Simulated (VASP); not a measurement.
A run of VASP 6.6.1 is set up as follows.

INCAR

```
SYSTEM = Ge
ALGO = Normal ; EDIFF = 1E-6
ENCUT = 500 ; GGA = PE
GGA_COMPAT = .FALSE. ; ISIF = 2
ISMEAR = 0 ; LASPH = .TRUE.
LCHARG = .FALSE. ; LREAL = .FALSE.
LWAVE = .FALSE. ; NBANDS = 21
NELM = 120 ; PREC = Accurate
SIGMA = 0.1
```

Contents of KPOINTS:

```
k-points
0
G
  6 6 6
  0 0 0
```

The input POSCAR:

```
Ge
1.0
    0.0000000000      2.8945971335      4.5562346981
    1.6711637423      0.0000000000      4.5562346981
    1.6711637423      2.8945971335      0.0000000000
Ge
2
Direct
    0.1666700000      0.8333300000      0.1666700000
    0.8333300000      0.1666700000      0.8333300000
```

Potentials or basis: VASP PAW PBE potentials, release 64 (Ge_d).

Run with:

```sh
$ cat potpaw_PBE.64/Ge_d/POTCAR > POTCAR
$ mpirun -np 1 vasp_std > vasp.out
```

Question: Estimate the pressure.

Answer: 82.2 GPa.

Question: Predict the largest force.

Answer: 0.007 eV/Å.

Question: Predict the band gap on the k mesh.

Answer: 0.17 eV, indirect (least direct gap 0.34 eV).

Forces on the atoms (eV/Å):
```
Ge   0.000  0.007  0.000
Ge   0.000 -0.007  0.000
```

Caveat: the cell differs from its parent crystal (C replaced by Ge, lengths x 1.347, strained). A k mesh can miss the band edges.
